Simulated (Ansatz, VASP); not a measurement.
**Two plane-wave programs on Si3N4**

```
Si N
1.0
     7.61700    0.00000    0.00000
    -3.80850    6.59652    0.00000
     0.00000    0.00000    2.91340
Si N
6 8
Direct
  0.17405 0.76794 0.25000
  0.40611 0.17405 0.75000
  0.23206 0.40611 0.25000
  0.82595 0.23206 0.75000
  0.59389 0.82595 0.25000
  0.76794 0.59389 0.75000
  0.33333 0.66667 0.25000
  0.66667 0.33333 0.75000
  0.32979 0.03000 0.25000
  0.29979 0.32979 0.75000
  0.97000 0.29979 0.25000
  0.67021 0.97000 0.75000
  0.70021 0.67021 0.25000
  0.03000 0.70021 0.75000
```

Alike in both runs: functional PBE; k mesh 4 × 4 × 9; occupations fermi-dirac, width 0.02 eV; no spin polarisation.

Ansatz relaxed the structure, and its values are those at the end. VASP's run is a single point on that final structure, the one shown.

```csv
,VASP,Ansatz
version,VASP 6.6.1,Ansatz 0.2.0
potentials or method,"VASP PAW PBE potentials, release 64 (Si, N)","plane-wave PAW, scalar-relativistic"
plane-wave cutoff (eV),520,420
valence electrons in the cell,64,64
```

Ansatz gave:

- gap on the k mesh at the Fermi level (eV): 4.32
- pressure (GPa): 4.0

Question: What did VASP give for the same quantities?

Answer: gap on the k mesh at the Fermi level (eV): 4.31; pressure (GPa): 3.7.

Ansatz's warnings: stress scf threshold loose.
